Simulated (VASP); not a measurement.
Wanted: the native input for a VASP 6.6.1 run.

```yaml
Task: single point
Functional: r2SCAN
Potentials_or_basis: VASP PAW PBE potentials, release 64 (H, Se)
Cutoff: 520 eV
k_mesh: 4 × 4 × 4
Occupations: tetrahedron
Spin: no spin polarisation
Dipole_correction: no
Further_INCAR_settings: ALGO = Normal; EDIFF = 1e-06; NBANDS = 40
```

H3Se4:

```
H Se
1.0
     4.48084    2.58701    3.50831
    -4.48084    2.58701    3.50831
     0.00000   -5.17403    3.50831
H Se
6 8
Direct
  0.22300 0.41290 0.54610
  0.54610 0.22300 0.41290
  0.41290 0.54610 0.22300
  0.77700 0.58710 0.45390
  0.45390 0.77700 0.58710
  0.58710 0.45390 0.77700
  0.37920 0.12740 0.74470
  0.74470 0.37920 0.12740
  0.12740 0.74470 0.37920
  0.62080 0.87260 0.25530
  0.25530 0.62080 0.87260
  0.87260 0.25530 0.62080
  0.21370 0.21370 0.21370
  0.78630 0.78630 0.78630
```

These files were run (other wordings do the same):

POSCAR

```
H3Se4
1.0
    4.4808360000      2.5870080000      3.5083090000
   -4.4808360000      2.5870080000      3.5083090000
    0.0000000000     -5.1740260000      3.5083090000
H Se
6 8
Direct
    0.2230000000      0.4129000000      0.5461000000
    0.5461000000      0.2230000000      0.4129000000
    0.4129000000      0.5461000000      0.2230000000
    0.7770000000      0.5871000000      0.4539000000
    0.4539000000      0.7770000000      0.5871000000
    0.5871000000      0.4539000000      0.7770000000
    0.3792000000      0.1274000000      0.7447000000
    0.7447000000      0.3792000000      0.1274000000
    0.1274000000      0.7447000000      0.3792000000
    0.6208000000      0.8726000000      0.2553000000
    0.2553000000      0.6208000000      0.8726000000
    0.8726000000      0.2553000000      0.6208000000
    0.2137000000      0.2137000000      0.2137000000
    0.7863000000      0.7863000000      0.7863000000
```

INCAR.step1

```
SYSTEM = H3Se4
ALGO = Normal
EDIFF = 1E-4
ENCUT = 520
GGA = PE
ISMEAR = -5
LASPH = .True.
LCHARG = .False.
LREAL = .False.
LWAVE = .True.
NBANDS = 40
NELM = 80
PREC = Accurate
SIGMA = 0.1
```

INCAR.step2

```
SYSTEM = H3Se4
ALGO = Normal
EDIFF = 1E-6
ENCUT = 520
ISIF = 2
ISMEAR = -5
ISTART = 1
LASPH = .True.
LCHARG = .False.
LMIXTAU = .True.
LREAL = .False.
LWAVE = .False.
METAGGA = R2SCAN
NBANDS = 40
NELM = 80
PREC = Accurate
SIGMA = 0.1
```

KPOINTS

```
k-points
0
Gamma
  4 4 4
  0 0 0
```

Potentials or basis: VASP PAW PBE potentials, release 64 (H, Se).

The run is started by

```sh
$ cat potpaw_PBE.64/H/POTCAR potpaw_PBE.64/Se/POTCAR > POTCAR
$ cp INCAR.step1 INCAR
$ mpirun -np 1 vasp_std > vasp.out
$ cp INCAR.step2 INCAR
$ mpirun -np 1 vasp_std > vasp.out
```

It gave:

* Pressure: -10.7 GPa
* Largest force: 0.601 eV/Å
* Band gap on the k mesh: zero (band 27 reaches 2.54 eV, above the bottom of band 28 at 1.73 eV)

Caveat: the PAW data sets were made with another functional, which shifts forces and pressure a little; tetrahedron occupations give inexact forces and stress in metals.

Run time: 4.8 min on 1 thread of Intel(R) Xeon(R) Platinum 8488C (Sapphire Rapids) (shared host), peak memory 0.41 GiB.
